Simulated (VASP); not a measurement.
# HfO2 (P-3m1) in VASP: notebook, part 2 of 2

VASP 6.6.1. Earlier steps stand in the parts before.

## 4. Relaxation of shape and atoms at fixed volume, PBE (volume scaled by 1.040)

INCAR

```
SYSTEM = HfO2
ALGO = Normal ; EDIFF = 1E-6
EDIFFG = -0.01 ; ENCUT = 600
GGA = PE ; IBRION = 2
ISIF = 4 ; ISMEAR = 0
LASPH = .True. ; LCHARG = .False.
LREAL = .False. ; LWAVE = .False.
NELM = 100 ; NSW = 60
PREC = Accurate ; SIGMA = 0.05
```

KPOINTS

```
k-points
0
Gamma
  12 12 6
  0 0 0
```

POSCAR

```
HfO2
1.0
    3.2742958590      0.0000000000      0.0000000000
   -1.6371479295      2.8356233933      0.0000000000
    0.0000000000      0.0000000000      5.7474475931
Hf O
1 2
Direct
    0.0000000000      0.0000000000      0.0000000000
    0.3333333333      0.6666666667      0.1697637142
    0.6666666667      0.3333333333      0.8302362858
```

On the command line:

```bash
> cat potpaw_PBE.64/Hf_pv/POTCAR potpaw_PBE.64/O/POTCAR > POTCAR
> mpirun -np 1 vasp_std > vasp.out
```

Wall time 6.8 min (1 thread of AMD EPYC 7R13, shared host); peak memory 0.23 GiB.

Results (log left out):

| Property | Result |
| --- | --- |
| Free energy | -29.8461 eV |
| Energy gained by relaxing | 8.5 meV/atom |
| Ionic steps | 6 |
| Pressure after relaxing | -0.2 GPa |
| Largest force after relaxing | 0.008 eV/Å |
| Band gap on the k mesh | 4.86 eV, indirect (least direct gap 5.10 eV) |

Forces in eV/Å, atoms in the order of the input:
```
Hf   0.000  0.000  0.000
O    0.000  0.000  0.008
O    0.000  0.000 -0.008
```

Step by step:
| step | energy change (eV) | largest force (eV/Å) | pressure (GPa) | volume (Å³) |
| --- | --- | --- | --- | --- |
| 1 | 0.0000 | 0.4603 | -4.91 | 53.36 |
| 2 | -0.0214 | 0.1321 | -2.12 | 53.36 |
| 3 | -0.0248 | 0.0621 | -0.46 | 53.36 |
| 4 | -0.0248 | 0.0741 | -0.38 | 53.36 |
| 5 | -0.0256 | 0.0141 | -0.21 | 53.36 |
| 6 | -0.0256 | 0.0076 | -0.19 | 53.36 |

Final structure:
```cif
data_structure
_symmetry_space_group_name_H-M 'P 1'
_symmetry_Int_Tables_number 1
_cell_length_a 3.2397
_cell_length_b 3.2397
_cell_length_c 5.8709
_cell_angle_alpha 90.000
_cell_angle_beta 90.000
_cell_angle_gamma 120.000
_cell_volume 53.36
loop_
_atom_site_label
_atom_site_type_symbol
_atom_site_fract_x
_atom_site_fract_y
_atom_site_fract_z
_atom_site_occupancy
Hf1 Hf 0.00000 0.00000 0.00000 1
O1 O 0.33333 0.66667 0.16410 1
O2 O 0.66667 0.33333 0.83590 1
```

Levels at points of the mesh, in eV from the valence-band top:
| k point | band 8 | band 9 | band 10 | band 11 | band 12 | band 13 | band 14 | band 15 |
| --- | --- | --- | --- | --- | --- | --- | --- | --- |
| (0.00, 0.00, 0.00) | -3.30 | -0.52 | -0.27 | -0.27 | 5.15 | 5.15 | 5.28 | 7.61 |
| (0.50, 0.00, 0.00) | -1.79 | -1.30 | -1.01 | -0.48 | 4.86 | 6.00 | 7.15 | 9.87 |
| (0.00, 0.00, 0.50) | -3.14 | -0.81 | -0.27 | -0.27 | 5.15 | 5.15 | 5.91 | 7.55 |
| (0.50, 0.00, 0.50) | -1.85 | -1.27 | -1.00 | -0.38 | 4.90 | 6.10 | 7.15 | 9.69 |

Caveat: the cell differs from its parent crystal (volume scaled by 1.040); spin-orbit coupling is left out, which moves the levels of the heavy elements. A k mesh can miss the band edges.

## 5. Relaxation of shape and atoms at fixed volume, PBE (volume scaled by 1.070)

INCAR

```
SYSTEM = HfO2
  ALGO = Normal
  EDIFF = 1E-6
  EDIFFG = -0.01
  ENCUT = 600
  GGA = PE
  IBRION = 2
  ISIF = 4
  ISMEAR = 0
  LASPH = .True.
  LCHARG = .False.
  LREAL = .False.
  LWAVE = .False.
  NELM = 100
  NSW = 60
  PREC = Accurate
  SIGMA = 0.05
```

KPOINTS is that of step 4.

POSCAR

```
HfO2
1.0
    3.2844002081      0.0000000000      0.0000000000
   -1.6422001040      2.8443740164      0.0000000000
    0.0000000000      0.0000000000      5.8769115449
Hf O
1 2
Direct
    0.0000000000      0.0000000000      0.0000000000
    0.3333333333      0.6666666667      0.1665029194
    0.6666666667      0.3333333333      0.8334970806
```

Potentials or basis: VASP PAW PBE potentials, release 64 (Hf_pv, O).

On the command line:

```bash
> cat potpaw_PBE.64/Hf_pv/POTCAR potpaw_PBE.64/O/POTCAR > POTCAR
> mpirun -np 1 vasp_std > vasp.out
```

OUTCAR:

```text
SYSTEM = HfO2
   EDIFF = 1E-6
   EDIFFG = -0.01
   ENCUT = 600
   GGA = PE
   IBRION = 2
   ISIF = 4
   ISMEAR = 0
   LASPH = .True.
   LREAL = .False.
   NELM = 100
   NSW = 60
   PREC = Accurate

 ion  position               nearest neighbor table
   1  0.000  0.000  0.000-   2 2.13   3 2.13   2 2.13   3 2.13   3 2.13   2 2.13
   2  0.333  0.667  0.167-   1 2.13   1 2.13   1 2.13
   3  0.667  0.333  0.833-   1 2.13   1 2.13   1 2.13

  LATTYP: Found a hexagonal cell.
 ALAT       =     3.2844002081
 C/A-ratio  =     1.7893408758

  Lattice vectors:

 A1 = (   3.2844002081,   0.0000000000,   0.0000000000)
 A2 = (  -1.6422001040,   2.8443740164,   0.0000000000)
 A3 = (   0.0000000000,   0.0000000000,   5.8769115449)

Analysis of symmetry for initial positions (statically):
=====================================================================
 Subroutine PRICEL returns:
 Original cell was already a primitive cell.

 Routine SETGRP: Setting up the symmetry group for a
 hexagonal supercell.

 Subroutine GETGRP returns: Found 12 space group operations
 (whereof 12 operations were pure point group operations)
 out of a pool of 24 trial point group operations.

The static configuration has the point symmetry D_3d.

Analysis of symmetry for dynamics (positions and initial velocities):
=====================================================================
 Subroutine PRICEL returns:
 Original cell was already a primitive cell.

 Routine SETGRP: Setting up the symmetry group for a
 hexagonal supercell.

 Subroutine GETGRP returns: Found 12 space group operations
 (whereof 12 operations were pure point group operations)
 out of a pool of 24 trial point group operations.

The dynamic configuration has the point symmetry D_3d.

 Subroutine INISYM returns: Found 12 space group operations
 (whereof 12 operations are pure point group operations),
 and found     1 'primitive' translations

----------------------------------------------------------------------------------------

                                     Primitive cell

  volume of cell :      54.9025

  direct lattice vectors                    reciprocal lattice vectors
     3.284400208  0.000000000  0.000000000     0.304469595  0.175785602  0.000000000
    -1.642200104  2.844374016  0.000000000     0.000000000  0.351571205  0.000000000
     0.000000000  0.000000000  5.876911545     0.000000000  0.000000000  0.170157402

  length of vectors
     3.284400208  3.284400208  5.876911545     0.351571205  0.351571205  0.170157402

  position of ions in fractional coordinates (direct lattice)
     0.000000000  0.000000000  0.000000000
     0.333333333  0.666666667  0.166502919
     0.666666667  0.333333333  0.833497081

  ion indices of the primitive-cell ions
   primitive index   ion index
                 1           1
                 2           2
                 3           3

----------------------------------------------------------------------------------------

 KPOINTS: k-points

Automatic generation of k-mesh.
 Grid dimensions read from file:
 generate k-points for:   12   12    6

 Generating k-lattice:

[... 49 lines left out ...]
   NGX,Y,Z   is equivalent  to a cutoff of  14.17, 14.17, 13.58 a.u.
   NGXF,Y,Z  is equivalent  to a cutoff of  28.35, 28.35, 27.16 a.u.
 SYSTEM =  HfO2
   PREC   = accura    normal or accurate (medium, high low for compatibility)
   ISTART =      0    job   : 0-new  1-cont  2-samecut
   ICHARG =      2    charge: 1-file 2-atom 10-const
   ISPIN  =      1    spin polarized calculation?
   LNONCOLLINEAR =      F non collinear calculations
   LSORBIT =      F    spin-orbit coupling
   LASPH  =      T    aspherical Exc in radial PAW
   ENCUT  =  600.0 eV  44.10 Ry    6.64 a.u.   6.56  6.56 11.74*2*pi/ulx,y,z
   NELM   =    100;   NELMIN=  2; NELMDL= -5     # of ELM steps
   EDIFF  = 0.1E-05   stopping-criterion for ELM
   LREAL  =      F    real-space projection
   EDIFFG = -.1E-01   stopping-criterion for IOM
   NSW    =     60    number of steps for IOM
   IBRION =      2    ionic relax: 0-MD 1-quasi-New 2-CG
   NFREE  =      1    steps in history (QN), initial steepest desc. (CG)
   ISIF   =      4    stress and relaxation
   ISYM   =      2    0-nonsym 1-usesym 2-fastsym
   POTIM  = 0.5000    time-step for ionic-motion
   TEBEG  =    0.0;   TEEND  =   0.0 temperature during run
   PSTRESS=    0.0 pullay stress
   NELECT =      22.0000    total number of electrons
   NUPDOWN=      -1.0000    fix difference up-down
   EMIN   =  10.00;   EMAX   =-10.00  energy-range for DOS
   EFERMI =   0.00;   METHOD = LEGACY
   ISMEAR =     0;   SIGMA  =   0.05  broadening in eV -4-tet -1-fermi 0-gaus
   EFERMI_NEDOS =   21; number of points for ismear=-14 and -15
   IALGO  =     38    algorithm
   IMIX   =      4    mixing-type and parameters
     AMIX     =   0.40;   BMIX     =  1.00
     AMIX_MAG =   1.60;   BMIX_MAG =  1.00
  volume/ion in A,a.u.               =      18.30       123.50
  Fermi-wavevector in a.u.,A,eV,Ry     =   1.206938  2.280783 19.819609  1.456700
  Thomas-Fermi vector in A             =   2.342591
   LORBIT       =      0    0 simple, 1 ext, 2 COOP (PROOUT), +10 PAW based schemes
   GGA     = PE    functional components
   LHFCALC =     F    Hartree Fock is set to
   AEXX    =    0.0000 exact exchange contribution
   IVDW    =     0    specifies the selected vdW correction
   LEPSILON=     F    determine dielectric tensor
   LRPA    =     F    only Hartree local field effects (RPA)
 conjugate gradient relaxation of ions
 non-spin polarized calculation
 Gauss-broadening in eV      SIGMA  =   0.05
  energy-cutoff  :      600.00
  volume of cell :       54.90
 maximum number of plane-waves:      1871
 NGX is ok and might be reduce to    28
   NGX = 13   NGY = 13   NGZ = 23

--------------------------------------- Ionic step        1  -------------------------------------------

 number of electron      21.9999994 magnetization

 Free energy of the ion-electron system (eV)
  ---------------------------------------------------
  ext. energy  EPLUGINS =         0.00000000
  ---------------------------------------------------
  free energy    TOTEN  =       -29.80438324 eV

  energy without entropy =      -29.80438324  energy(sigma->0) =      -29.80438324

------------------------ aborting loop because EDIFF is reached ----------------------------------------

  FORCE on cell =-STRESS in cart. coord.  units (eV):
  Direction    XX          YY          ZZ          XY          YZ          ZX
  --------------------------------------------------------------------------------------
  -------------------------------------------------------------------------------------
  Total       -2.4707827     -2.4707827     -1.2171330     -0.0000000      0.0000000      0.0000000
  in kB      -72.1029783    -72.1029783    -35.5186702     -0.0000000      0.0000000      0.0000000
  external PRESSURE =     -59.9082089 kB  Pullay stress =       0.0000000 kB
[... 172 lines left out ...]
--------------------------------------- Ionic step        6  -------------------------------------------

 number of electron      21.9999998 magnetization

 Free energy of the ion-electron system (eV)
  ---------------------------------------------------
  ext. energy  EPLUGINS =         0.00000000
  ---------------------------------------------------
  free energy    TOTEN  =       -29.84586723 eV

  energy without entropy =      -29.84586723  energy(sigma->0) =      -29.84586723

 E-fermi :  -0.9804     XC(G=0):  -8.3635

 val. band max:       -1.2231912745   @ k =   0.1667   0.1667   0.0000
 cond. band min:       3.6435039633   @ k =   0.5000   0.0000   0.0000
 fundamental gap:      4.8666952377
 Fermi energy:        -0.9804243030

 k-point     1 :       0.0000    0.0000    0.0000
  band No.  band energies     occupation
      1     -30.2984      2.00000
      2     -29.8235      2.00000
      3     -29.8235      2.00000
      4     -18.3464      2.00000
      5     -16.4513      2.00000
      6      -4.8372      2.00000
      7      -4.8372      2.00000
      8      -4.5014      2.00000
      9      -1.7670      2.00000
     10      -1.4908      2.00000
     11      -1.4908      2.00000
     12       3.9304      0.00000
     13       3.9304      0.00000
     14       4.0694      0.00000
[... 401 lines left out ...]
      2     -30.0384      2.00000
      3     -29.8616      2.00000
      4     -17.9354      2.00000
      5     -16.7007      2.00000
      6      -4.7021      2.00000
      7      -4.5185      2.00000
      8      -4.1839      2.00000
      9      -2.4447      2.00000
     10      -1.8238      2.00000
     11      -1.4974      2.00000
     12       3.8957      0.00000
     13       4.5169      0.00000
     14       4.8497      0.00000
     15       6.3003      0.00000

 [... further k-points ...]
[... 5 lines left out ...]
  --------------------------------------------------------------------------------------
  -------------------------------------------------------------------------------------
  Total       -0.0672524     -0.0672524     -0.0800146     -0.0000000      0.0000000      0.0000000
  in kB       -1.9625747     -1.9625747     -2.3350062     -0.0000000      0.0000000      0.0000000
  external PRESSURE =      -2.0867186 kB  Pullay stress =       0.0000000 kB
[... 18 lines left out ...]
  FREE ENERGIE OF THE ION-ELECTRON SYSTEM (eV)
  ---------------------------------------------------
  free  energy   TOTEN  =       -29.8458672305 eV

  energy  without entropy=      -29.8458672305  energy(sigma->0) =      -29.84586723

 reached required accuracy - stopping structural energy minimisation
```

It took 8.1 min on 1 thread of AMD EPYC 7R13, shared host; peak memory 0.24 GiB.

Results:

- Free energy: -29.8459 eV
- Energy gained by relaxing: 13.8 meV/atom
- Ionic steps: 6
- Pressure after relaxing: -0.2 GPa
- Largest force after relaxing: 0.005 eV/Å
- Band gap on the k mesh: 4.87 eV, indirect (least direct gap 5.10 eV)

Forces on the atoms (eV/Å):
```
Hf   0.000  0.000  0.000
O    0.000  0.000  0.005
O    0.000  0.000 -0.005
```

Step by step:
```
step  energy change (eV)  largest force (eV/Å)  pressure (GPa)  volume (Å³)
   1              0.0000                0.5744           -5.99        54.90
   2             -0.0343                0.1735           -2.63        54.90
   3             -0.0402                0.0782           -0.55        54.90
   4             -0.0402                0.0916           -0.44        54.90
   5             -0.0415                0.0153           -0.23        54.90
   6             -0.0415                0.0052           -0.21        54.90
```

Final structure:
```yaml
crystal:
  lattice:
    - [3.23978, 0.00000, 0.00000]
    - [-1.61989, 2.80573, 0.00000]
    - [0.00000, 0.00000, 6.03992]
  atoms:
    - { symbol: Hf, position: [0.00000, 0.00000, 0.00000] }
    - { symbol: O, position: [0.33333, 0.66667, 0.15953] }
    - { symbol: O, position: [0.66667, 0.33333, 0.84047] }
```

Levels at points of the mesh, in eV from the valence-band top:
```
           k point  band 7  band 8  band 9  band 10  band 11  band 12  band 13  band 14  band 15
(0.00, 0.00, 0.00)   -3.61   -3.28   -0.54    -0.27    -0.27     5.15     5.15     5.29     7.57
(0.50, 0.00, 0.00)   -2.54   -1.80   -1.29    -1.00    -0.46     4.87     6.01     7.16     9.87
(0.00, 0.00, 0.50)   -3.61   -3.16   -0.78    -0.27    -0.27     5.15     5.15     5.88     7.45
(0.50, 0.00, 0.50)   -2.55   -1.84   -1.27    -0.99    -0.39     4.90     6.09     7.15     9.70
```

Caveat: the cell differs from its parent crystal (volume scaled by 1.070); spin-orbit coupling is left out, which moves the levels of the heavy elements.

## 6. The runs side by side

| cell | gap on the mesh (eV) | pressure (GPa) | relaxed volume (Å³/atom) | largest force (eV/Å) |
| --- | --- | --- | --- | --- |
| relaxed from a = 3.230, b = 3.230, c = 5.564 Å, angles 90.0, 90.0, 120.0°, 3 atoms | 4.83 | -0.2 | 16.76 | - |
| relaxed from a = 3.274, b = 3.274, c = 5.639 Å, angles 90.0, 90.0, 120.0°, 3 atoms | 4.85 | -0.2 | 17.45 | - |
| relaxed from a = 3.274, b = 3.274, c = 5.747 Å, angles 90.0, 90.0, 120.0°, 3 atoms | 4.86 | -0.2 | 17.79 | 0.01 |
| relaxed from a = 3.284, b = 3.284, c = 5.877 Å, angles 90.0, 90.0, 120.0°, 3 atoms | 4.87 | -0.2 | 18.30 | 0.01 |

Alike in all rows: task relaxation of shape and atoms at fixed volume; level PBE; potentials or basis VASP PAW PBE potentials, release 64 (Hf_pv, O); no spin polarisation; k mesh 12 × 12 × 6; cutoff (eV) 600; smearing gaussian 0.05 eV.

Caveats: spin-orbit coupling is left out, which moves the levels of the heavy elements.

Total energies depend on the potentials used, so only differences within one code and one set of settings carry meaning.
